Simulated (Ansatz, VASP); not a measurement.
**CaO: VASP beside Ansatz**

```
CELL_PARAMETERS angstrom
0.00000 2.39755 2.39755
2.32562 0.00000 2.39755
2.32562 2.39755 0.00000
ATOMIC_POSITIONS crystal
Ca 0.00000 0.00000 0.00000
O 0.50000 0.50000 0.50000
```

Change from the starting cell: uniaxial_x strain -3.0%.

Alike in both runs: task single point; functional r2SCAN; k mesh 10 × 10 × 10; no spin polarisation.

```csv
,VASP,Ansatz
version,VASP 6.6.1,Ansatz 0.2.0
potentials or method,"VASP PAW PBE potentials, release 64 (Ca_sv, O)","plane waves, PAW"
plane-wave cutoff (eV),520,500
occupations,"gaussian, width 0.01 eV",fixed
valence electrons in the cell,16,16
```

Ansatz gave:

| Property | Result |
| --- | --- |
| gap on the k mesh at the Fermi level (eV) | 4.06 |
| pressure (GPa) | 4.1 |
| traceless stress, the component that is largest in VASP (GPa) | 4.34 |

What did VASP give for the same quantities?

gap on the k mesh at the Fermi level (eV): 4.04; pressure (GPa): 5.3; traceless stress, the component that is largest in VASP (GPa): 4.63.

VASP's potentials were made for PBE, not for r2SCAN.
